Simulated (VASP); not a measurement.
Runs of VASP 6.6.1 on TaN. The structure is that of space group P-62m (No. 189), or close to it. The cells are those of the table. 

```csv
task,level,potentials or basis,U,cell,k mesh,cutoff (eV),second run,gap on the mesh (eV),pressure (GPa),relaxed volume (Å³/atom),largest force (eV/Å)
single point,PBE,"VASP PAW PBE potentials, release 64 (Ta_pv, N)",-,"a = 5.228, b = 5.228, c = 2.921 Å, angles 90.0, 90.0, 120.0°, 6 atoms",6 × 6 × 9,520,-,none,0.7,-,-
single point,RPBE+D3(BJ),"VASP PAW PBE potentials, release 64 (Ta_pv, N)",-,"a = 5.011, b = 5.011, c = 2.845 Å, angles 90.0, 90.0, 120.0°, 6 atoms",6 × 6 × 9,520,-,none,(c),-,(b)
single point,r2SCAN+U,"VASP PAW PBE potentials, release 64 (Ta_pv, N)",Ta d U = 7.0 eV,"a = 5.196, b = 5.196, c = 2.911 Å, angles 90.0, 90.0, 120.0°, 6 atoms",5 × 5 × 8,520,-,none,24.4,-,0.37
single point,PBE+D3(BJ),"VASP PAW PBE potentials, release 64 (Ta_pv, N)",-,"a = 5.189, b = 5.189, c = 2.904 Å, angles 90.0, 90.0, 120.0°, 6 atoms",6 × 6 × 9,520,-,none,0.7,-,0.01
single point,revPBE+D4,"VASP PAW PBE potentials, release 64 (Ta_pv, N)",-,"a = 5.194, b = 5.194, c = 2.905 Å, angles 90.0, 90.0, 120.0°, 6 atoms",6 × 6 × 9,520,-,none,0.7,-,0.01
relaxation of cell and atoms,PBEsol+D3(BJ),"VASP PAW PBE potentials, release 64 (Ta_pv, N)",-,"relaxed from a = 5.196, b = 5.196, c = 2.911 Å, angles 90.0, 90.0, 120.0°, 6 atoms",6 × 6 × 9,600,-,none,0.1,11.02,-
single point,PBE+D3(BJ),"VASP PAW PBE potentials, release 64 (Ta_pv, N)",-,"a = 5.197, b = 5.197, c = 2.907 Å, angles 90.0, 90.0, 120.0°, 6 atoms",6 × 6 × 9,520,-,none,-0.5,-,0.01
single point,RPBE+D3(BJ),"VASP PAW PBE potentials, release 64 (Ta_sv_GW, N)",-,"a = 5.011, b = 5.011, c = 2.845 Å, angles 90.0, 90.0, 120.0°, 6 atoms",6 × 6 × 9,600,valence_matched,none,0.4,-,0.01
single point,r2SCAN,"VASP PAW PBE potentials, release 64 (Ta_pv, N)",-,"a = 5.200, b = 5.200, c = 2.910 Å, angles 90.0, 90.0, 120.0°, 6 atoms",6 × 6 × 9,520,-,none,1.6,-,-
single point,PBE,"VASP PAW PBE potentials, release 64 (Ta_pv, N)",-,"a = 5.120, b = 5.120, c = 2.874 Å, angles 90.0, 90.0, 120.0°, 6 atoms",6 × 6 × 9,520,-,none,20.9,-,0.01
relaxation of cell and atoms,revPBE+D3(BJ),"VASP PAW PBE potentials, release 64 (Ta_pv, N)",-,"relaxed from a = 5.196, b = 5.196, c = 2.911 Å, angles 90.0, 90.0, 120.0°, 6 atoms",6 × 6 × 9,600,-,none,-0.1,(a),-
```

Alike in all rows: no spin polarisation; smearing fermi-dirac 0.05 eV.

Task: Estimate the missing entries.

Result: (a) 11.22; (b) 0.02; (c) 1.3.

Caveats: spin-orbit coupling is left out, which moves the levels of the heavy elements; the PAW data sets were made with another functional, which shifts forces and pressure a little (some runs); pairwise dispersion overbinds metals, which lowers pressure and volume (some runs); U without spin polarisation on a metal has little footing (some runs); three body term missing (some runs).

A k mesh can miss the band edges, and the runs leave out spin-orbit coupling on Ta.

A gap of «none» marks levels without a gap at the run's occupations.

The runs don't all hold the same shells in valence.
